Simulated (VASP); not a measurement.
# Ag (Fm-3m) in VASP: a series of runs

Ag is run at these levels: LDA; tasks: single point, relaxation of cell and atoms.

Program: VASP 6.6.1. These are calculated values, not measurements. Logs are shortened: lines on timing, memory, paths and dates and some standing lists are left out, and cuts for length are marked.

### 1 The cell of the first run

Symmetry: Fm-3m, No. 225, cubic system. The conventional cell has a = 4.001 Å, b = 4.001 Å, c = 4.001 Å, α = 90.00°, β = 90.00°, γ = 90.00°. Ag (site symmetry m-3m) has 12 Ag at 2.83 Å within 3.7 Å.

### 2 Single point, LDA

INCAR

```
SYSTEM = Ag
ALGO = Normal
EDIFF = 1E-6
ENCUT = 520
ISIF = 2
ISMEAR = 0
LASPH = .True.
LCHARG = .True.
LELF = .True.
LREAL = .False.
LVHAR = .True.
LWAVE = .False.
NBANDS = 12
NELM = 80
PREC = Accurate
SIGMA = 0.1
```

KPOINTS

```
k-points
0
Gamma
  24 24 24
  0 0 0
```

POSCAR

```
Ag
1.0
    0.0000000000      2.0002897178      2.0002897178
    2.0002897178      0.0000000000      2.0002897178
    2.0002897178      2.0002897178      0.0000000000
Ag
1
Direct
    0.0000000000      0.0000000000      0.0000000000
```

Potentials or basis: VASP PAW LDA potentials, release 64 (Ag).

Launch:

```
$ cat potpaw_LDA.64/Ag/POTCAR > POTCAR
$ mpirun -np 1 vasp_std > vasp.out
```

OUTCAR:

```text
SYSTEM = Ag
   EDIFF = 1E-6
   ENCUT = 520
   ISIF = 2
   ISMEAR = 0
   LASPH = .True.
   LREAL = .False.
   NELM = 80
   PREC = Accurate

 ion  position               nearest neighbor table
   1  0.000  0.000  0.000-

  LATTYP: Found a face centered cubic cell.
 ALAT       =     4.0005794356

  Lattice vectors:

 A1 = (   0.0000000000,   2.0002897178,   2.0002897178)
 A2 = (   2.0002897178,   0.0000000000,   2.0002897178)
 A3 = (   2.0002897178,   2.0002897178,   0.0000000000)

Analysis of symmetry for initial positions (statically):
=====================================================================
 Subroutine PRICEL returns:
 Original cell was already a primitive cell.

 Routine SETGRP: Setting up the symmetry group for a
 face centered cubic supercell.

 Subroutine GETGRP returns: Found 48 space group operations
 (whereof 48 operations were pure point group operations)
 out of a pool of 48 trial point group operations.

The static configuration has the point symmetry O_h .

Analysis of symmetry for dynamics (positions and initial velocities):
=====================================================================
 Subroutine PRICEL returns:
 Original cell was already a primitive cell.

 Routine SETGRP: Setting up the symmetry group for a
 face centered cubic supercell.

 Subroutine GETGRP returns: Found 48 space group operations
 (whereof 48 operations were pure point group operations)
 out of a pool of 48 trial point group operations.

The dynamic configuration has the point symmetry O_h .

 Subroutine INISYM returns: Found 48 space group operations
 (whereof 48 operations are pure point group operations),
 and found     1 'primitive' translations

----------------------------------------------------------------------------------------

                                     Primitive cell

  volume of cell :      16.0070

  direct lattice vectors                    reciprocal lattice vectors
     0.000000000  2.000289718  2.000289718    -0.249963791  0.249963791  0.249963791
     2.000289718  0.000000000  2.000289718     0.249963791 -0.249963791  0.249963791
     2.000289718  2.000289718  0.000000000     0.249963791  0.249963791 -0.249963791

  length of vectors
     2.828836848  2.828836848  2.828836848     0.432949985  0.432949985  0.432949985

  position of ions in fractional coordinates (direct lattice)
     0.000000000  0.000000000  0.000000000

  ion indices of the primitive-cell ions
   primitive index   ion index
                 1           1

[... 83 lines left out ...]
   NUPDOWN=      -1.0000    fix difference up-down
   EMIN   =  10.00;   EMAX   =-10.00  energy-range for DOS
   EFERMI =   0.00;   METHOD = LEGACY
   ISMEAR =     0;   SIGMA  =   0.10  broadening in eV -4-tet -1-fermi 0-gaus
   EFERMI_NEDOS =   21; number of points for ismear=-14 and -15
   IALGO  =     38    algorithm
   IMIX   =      4    mixing-type and parameters
     AMIX     =   0.40;   BMIX     =  1.00
     AMIX_MAG =   1.60;   BMIX_MAG =  1.00
  volume/ion in A,a.u.               =      16.01       108.02
  Fermi-wavevector in a.u.,A,eV,Ry     =   1.444673  2.730036 28.396440  2.087079
  Thomas-Fermi vector in A             =   2.562941
   LORBIT       =      0    0 simple, 1 ext, 2 COOP (PROOUT), +10 PAW based schemes
   GGA     = CA    functional components
   LHFCALC =     F    Hartree Fock is set to
   AEXX    =    0.0000 exact exchange contribution
   IVDW    =     0    specifies the selected vdW correction
   LEPSILON=     F    determine dielectric tensor
   LRPA    =     F    only Hartree local field effects (RPA)
 non-spin polarized calculation
 Gauss-broadening in eV      SIGMA  =   0.10
  energy-cutoff  :      520.00
  volume of cell :       16.01
 maximum number of plane-waves:       445
 NGX is ok and might be reduce to    24
   NGX = 11   NGY = 11   NGZ = 11

 number of electron      11.0000002 magnetization

 Free energy of the ion-electron system (eV)
  ---------------------------------------------------
  ext. energy  EPLUGINS =         0.00000000
  ---------------------------------------------------
  free energy    TOTEN  =        -3.78449290 eV

  energy without entropy =       -3.78354581  energy(sigma->0) =       -3.78401936

 E-fermi :   9.0994     XC(G=0): -12.9588

 val. band max:        9.0806670015   @ k =  -0.4583   0.0833   0.0000
 cond. band min:       9.1174504228   @ k =   0.5000   0.3333   0.1250
 fundamental gap:      0.0367834212
 Fermi energy:         9.0994174912

 k-point     1 :       0.0000    0.0000    0.0000
  band No.  band energies     occupation
      1       0.7625      2.00000
      2       4.0527      2.00000
      3       4.0527      2.00000
      4       4.0527      2.00000
      5       5.2311      2.00000
      6       5.2311      2.00000
      7      25.2052      0.00000
      8      29.0882      0.00000
      9      29.0882      0.00000
     10      29.0882      0.00000
     11      34.2693      0.00000
     12      35.6978      0.00000
[... 331 lines left out ...]
 k-point    24 :       0.4583    0.0417    0.0000
  band No.  band energies     occupation
      1       2.3089      2.00000
      2       4.0216      2.00000
      3       4.0805      2.00000
      4       5.8788      2.00000
      5       6.1093      2.00000
      6       8.0515      2.00000
      7      13.7808      0.00000
      8      24.5540      0.00000
      9      27.1784      0.00000
     10      27.4750      0.00000
     11      33.0027      0.00000
     12      33.0712      0.00000

 [... further k-points ...]

------------------------ aborting loop because EDIFF is reached ----------------------------------------

  FORCE on cell =-STRESS in cart. coord.  units (eV):
  Direction    XX          YY          ZZ          XY          YZ          ZX
  --------------------------------------------------------------------------------------
  -------------------------------------------------------------------------------------
  Total        0.0157228      0.0157228      0.0157228      0.0000000      0.0000000      0.0000000
  in kB        1.5737333      1.5737333      1.5737333      0.0000000      0.0000000      0.0000000
  external PRESSURE =       1.5737333 kB  Pullay stress =       0.0000000 kB

 VOLUME and BASIS-vectors are now :
 -----------------------------------------------------------------------------
  energy-cutoff  :      520.00
  volume of cell :       16.01
      direct lattice vectors                 reciprocal lattice vectors
     0.000000000  2.000289718  2.000289718    -0.249963791  0.249963791  0.249963791
     2.000289718  0.000000000  2.000289718     0.249963791 -0.249963791  0.249963791
     2.000289718  2.000289718  0.000000000     0.249963791  0.249963791 -0.249963791

 POSITION                                       TOTAL-FORCE (eV/Angst)
 -----------------------------------------------------------------------------------
      0.00000      0.00000      0.00000         0.000000     -0.000000     -0.000000
 -----------------------------------------------------------------------------------
    total drift:                                0.000000     -0.000000     -0.000000

  FREE ENERGIE OF THE ION-ELECTRON SYSTEM (eV)
  ---------------------------------------------------
  free  energy   TOTEN  =        -3.7844929000 eV

  energy  without entropy=       -3.7835458130  energy(sigma->0) =       -3.78401936
```

OSZICAR:

```text
N       E                     dE             d eps       ncg     rms          rms(c)
DAV:   1     0.514868205505E+02    0.51487E+02   -0.55731E+03 10072   0.841E+02
DAV:   2    -0.327757172002E+01   -0.54764E+02   -0.51716E+02 11548   0.197E+02
DAV:   3    -0.411381562789E+01   -0.83624E+00   -0.83571E+00 11600   0.255E+01
DAV:   4    -0.411629729025E+01   -0.24817E-02   -0.24816E-02 11552   0.145E+00
DAV:   5    -0.411631601549E+01   -0.18725E-04   -0.18725E-04 11664   0.112E-01    0.650E+00
DAV:   6    -0.380318867924E+01    0.31313E+00   -0.12047E+00 10792   0.982E+00    0.395E+00
DAV:   7    -0.378960678135E+01    0.13582E-01   -0.12202E-02 11504   0.101E+00    0.216E+00
DAV:   8    -0.378448060393E+01    0.51262E-02   -0.98267E-04 11256   0.265E-01    0.979E-02
DAV:   9    -0.378449406701E+01   -0.13463E-04   -0.71862E-06 11532   0.203E-02    0.183E-02
DAV:  10    -0.378449292901E+01    0.11380E-05   -0.20349E-06 11736   0.108E-02    0.412E-03
DAV:  11    -0.378449289999E+01    0.29023E-07   -0.42456E-08  6012   0.162E-03
   1 F= -.37844929E+01 E0= -.37840194E+01  d E =-.947087E-03
```

stdout:

```text
POSCAR found type information on POSCAR Ag
 POSCAR found :  1 types and       1 ions
 scaLAPACK will be used
 LDA part: xc-table for (Slater(with rela. corr.)+CA(PZ))
 , standard interpolation
 POSCAR, INCAR and KPOINTS ok, starting setup
 FFT: planning ... GRIDC
 FFT: planning ... GRID_SOFT
 FFT: planning ... GRID
 WAVECAR not read
 entering main loop
```

It took 31 s on 1 thread of AMD EPYC 9R45 (Zen 5), shared host; peak memory 0.16 GiB.

Results:

| Property | Result |
| --- | --- |
| Free energy | -3.7845 eV |
| Pressure | 0.2 GPa |
| Band gap on the k mesh | zero (an odd number of electrons rules out a gap without spin polarisation) |

Levels at points of the mesh, in eV from the Fermi level:
| k point | band 2 | band 3 | band 4 | band 5 | band 6 | band 7 | band 8 | band 9 | band 10 | band 11 |
| --- | --- | --- | --- | --- | --- | --- | --- | --- | --- | --- |
| (0.00, 0.00, 0.00) | -5.05 | -5.05 | -5.05 | -3.87 | -3.87 | 16.11 | 19.99 | 19.99 | 19.99 | 25.17 |
| (0.50, 0.00, 0.00) | -5.07 | -5.07 | -2.97 | -2.97 | -0.64 | 3.91 | 15.37 | 18.34 | 18.34 | 23.77 |
| (0.50, 0.50, 0.00) | -6.73 | -3.00 | -2.74 | -2.74 | 1.45 | 7.19 | 10.85 | 10.85 | 17.99 | 18.08 |

### 3 Relaxation of cell and atoms, LDA

This run uses another cell than the first one, of 17.10 Å³/atom.

INCAR

```
SYSTEM = Ag
ALGO = Fast
EDIFF = 1E-6
EDIFFG = -0.003
ENCUT = 600
IBRION = 2
ISIF = 3
ISMEAR = 0
LASPH = .TRUE.
LCHARG = .FALSE.
LREAL = .FALSE.
LWAVE = .FALSE.
NELM = 100
NSW = 80
PREC = Accurate
SIGMA = 0.1
```

KPOINTS

```
k-points
0
G
  24 24 24
  0 0 0
```

POSCAR

```
Ag
1.0
    0.0000000000      2.0450000000      2.0450000000
    2.0450000000      0.0000000000      2.0450000000
    2.0450000000      2.0450000000      0.0000000000
Ag
1
Direct
    0.0000000000      0.0000000000      0.0000000000
```

Potentials or basis: VASP PAW LDA potentials, release 64 (Ag).

Launch:

```
$ cat potpaw_LDA.64/Ag/POTCAR > POTCAR
$ mpirun -np 1 vasp_std > vasp.out
```

It took 1.9 min on 1 thread of AMD EPYC 9R45 (Zen 5), shared host; peak memory 0.18 GiB.

It converged, with:

* Free energy: -3.7848 eV
* Relaxed volume: 16.03 Å³/atom
* Relaxed cell: a = 2.830 Å, b = 2.830 Å, c = 2.830 Å, α = 60.00°, β = 60.00°, γ = 60.00°
* Space group after relaxing (to 0.1 Å): Fm-3m (No. 225)
* Energy gained by relaxing: 27.1 meV/atom
* Ionic steps: 6
* Pressure after relaxing: 0.0 GPa
* Band gap on the k mesh: zero (an odd number of electrons rules out a gap without spin polarisation)

The path:
```csv
step,energy change (eV),largest force (eV/Å),pressure (GPa),volume (Å³)
1,0.0000,0.0000,-7.31,17.10
2,-0.0085,0.0000,8.14,15.24
3,-0.0271,0.0000,-0.03,16.03
4,-0.0271,0.0000,0.20,16.01
5,-0.0271,0.0000,-0.17,16.05
6,-0.0271,0.0000,0.00,16.03
```

Final structure:
```
Ag
1.0
     0.00000    2.00116    2.00116
     2.00116    0.00000    2.00116
     2.00116    2.00116    0.00000
Ag
1
Direct
  0.00000 0.00000 0.00000
```

Levels at points of the mesh, in eV from the Fermi level:
| k point | band 4 | band 5 | band 6 | band 7 | band 8 | band 9 |
| --- | --- | --- | --- | --- | --- | --- |
| (0.00, 0.00, 0.00) | -5.04 | -3.87 | -3.87 | 16.10 | 19.98 | 19.98 |
| (0.50, 0.00, 0.00) | -2.97 | -2.97 | -0.64 | 3.90 | 15.37 | 18.33 |
| (0.50, 0.50, 0.00) | -2.74 | -2.74 | 1.45 | 7.18 | 10.84 | 10.84 |
